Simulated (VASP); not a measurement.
Set up this calculation in VASP 6.6.1, as the native input.

- Task: single point
- Functional: PBE
- Potentials or basis: VASP PAW PBE potentials, release 64 (Cd, Se)
- Cutoff: 520 eV
- k mesh: 6 × 6 × 4
- Occupations: gaussian, width 0.01 eV
- Spin: no spin polarisation
- Dipole correction: no
- Further INCAR settings: ALGO = Normal; EDIFF = 1e-06; NBANDS = 26

The structure of CdSe lies in POSCAR:

```
CdSe
1.0
    4.2945111868      0.0000000000      0.0000000000
   -2.1472555934      3.7191557846      0.0000000000
    0.0000000000      0.0000000000      7.0095386911
Cd Se
2 2
Direct
    0.3333333333      0.6666666667     -0.0002790363
    0.6666666667      0.3333333333      0.4997209637
    0.3333333333      0.6666666667      0.3752790363
    0.6666666667      0.3333333333      0.8752790363
```

This cell differs from its parent crystal: volume changed by -6%.

One way to write it, as run:

INCAR

```
ALGO = Normal ; EDIFF = 1E-6
ENCUT = 520 ; GGA = PE
ISIF = 2 ; ISMEAR = 0
LASPH = T ; LCHARG = T
LELF = T ; LREAL = F
LVHAR = T ; LWAVE = F
NBANDS = 26 ; NELM = 60
PREC = Accurate ; SIGMA = 0.01
```

KPOINTS

```
k-points
0
Gamma
  6 6 4
```

Potentials or basis: VASP PAW PBE potentials, release 64 (Cd, Se).

The run is started by

```sh
$ cat potpaw_PBE.64/Cd/POTCAR potpaw_PBE.64/Se/POTCAR > POTCAR
$ mpirun -np 1 vasp_std > vasp.out
```

It gave:

The pressure is 3.5 GPa and the band gap on the k mesh is 0.68 eV, direct.

Run time: 38 s on 1 thread of Intel(R) Xeon(R) Platinum 8559C (Emerald Rapids) (shared host), peak memory 0.24 GiB.
